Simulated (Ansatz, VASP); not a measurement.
# Two plane-wave programs on GaP

```xyz
2
Lattice="0.0000 2.6164 2.8167 2.6164 0.0000 2.8167 2.6164 2.6164 0.0000" Properties=species:S:1:pos:R:3 pbc="T T T"
Ga    0.0000    0.0000    0.0000
P     1.3082    1.3082    1.4084
```

Change from the starting cell: epitaxial_xy strain -4.0%.

Alike in both runs: task single point; functional r2SCAN; k mesh 8 × 8 × 8; occupations fermi-dirac, width 0.02 eV; non-collinear spin, spin-orbit coupling.

|  | VASP | Ansatz |
| --- | --- | --- |
| version | VASP 6.6.1 | Ansatz 0.2.0 |
| potentials or method | VASP PAW PBE potentials, release 64 (Ga_d, P) | plane waves, PAW |
| plane-wave cutoff (eV) | 520 | 500 |
| valence electrons in the cell | 18 | 18 |

```tsv
	VASP	Ansatz	Ansatz less VASP
pressure (GPa)	4.5	4.6	+0.10
traceless stress, the component that is largest in VASP (GPa)	-4.66	-4.65	+0.015
net moment per atom (μB)	0.00	0.00	0.000
```

VASP's potentials were made for PBE, not for r2SCAN. With one functional, cell and mesh, what is left measures potentials, basis and numerics.
